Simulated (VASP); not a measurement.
Wanted: the native input for a VASP 6.6.1 run.

| Property | Result |
| --- | --- |
| Task | single point |
| Functional | PBEsol |
| Potentials or basis | VASP PAW PBE potentials, release 64 (Hf_pv, Pd, Se, Br, O) |
| Cutoff | 520 eV |
| k mesh | 4 × 4 × 3 |
| Occupations | fermi-dirac, width 0.05 eV |
| Spin | no spin polarisation |
| Dipole correction | no |
| Further INCAR settings | ALGO = Normal; EDIFF = 1e-06; NBANDS = 53 |

The structure of Hf2Pd2Se2Br2O3 lies in POSCAR:

```
Hf2Pd2Se2Br2O3
1.0
    5.6945120016      0.0096190172     -0.0036118982
   -0.5166190420      5.7234932654      0.0160145662
   -1.4689787827     -0.9281036029      6.5138221434
Hf Pd Se Br O
2 2 2 2 3
Direct
    0.7446115129      0.3977960440      0.3479832021
    0.2879531998      0.4510225595      0.5961958102
    0.9090579532      0.1267854588      0.8465633555
    0.2503890989      0.9053048510      0.3597258138
    0.6387585547      0.4047663472      0.9347024071
    0.6264255218      0.7873756131      0.5331365397
    0.8499911312      0.9856455158      0.1531176485
    0.2298624598      0.8251163643      0.8675659241
    0.9588753961      0.2870793043      0.5909469880
    0.4298095854      0.2437691482      0.4030802971
    0.0742755865      0.5853387938      0.3670020139
```

These files were run (other wordings do the same):

INCAR

```
PREC = Accurate ; ENCUT = 520
EDIFF = 1E-6 ; ISMEAR = -1
SIGMA = 0.05 ; LREAL = False
LASPH = True ; NELM = 80
ALGO = Normal ; ISIF = 2
LWAVE = False ; LCHARG = True
GGA = PS ; LELF = True
LVHAR = True ; NBANDS = 53
```

KPOINTS

```
Automatic mesh
0
Gamma
  4 4 3
```

Potentials or basis: VASP PAW PBE potentials, release 64 (Hf_pv, Pd, Se, Br, O).

Launch:

```bash
$ cat potpaw_PBE.64/Hf_pv/POTCAR potpaw_PBE.64/Pd/POTCAR potpaw_PBE.64/Se/POTCAR potpaw_PBE.64/Br/POTCAR potpaw_PBE.64/O/POTCAR > POTCAR
$ mpirun -np 1 vasp_std > vasp.out
```

It gave:

```yaml
Pressure: -0.5 GPa
Largest_force: 0.159 eV/Å
Band_gap_on_the_k_mesh: 0.14 eV (least direct gap 0.35 eV)
```

Caveat: semilocal functionals underestimate gaps, and a narrow one can read as zero; the PAW data sets were made with another functional, which shifts forces and pressure a little; spin-orbit coupling is left out, which moves the levels of the heavy elements.

Run time: 5.3 min on 1 thread of Intel(R) Xeon(R) Platinum 8259CL CPU @ 2.50GHz (Skylake/Cascade Lake) (shared host), peak memory 0.49 GiB.
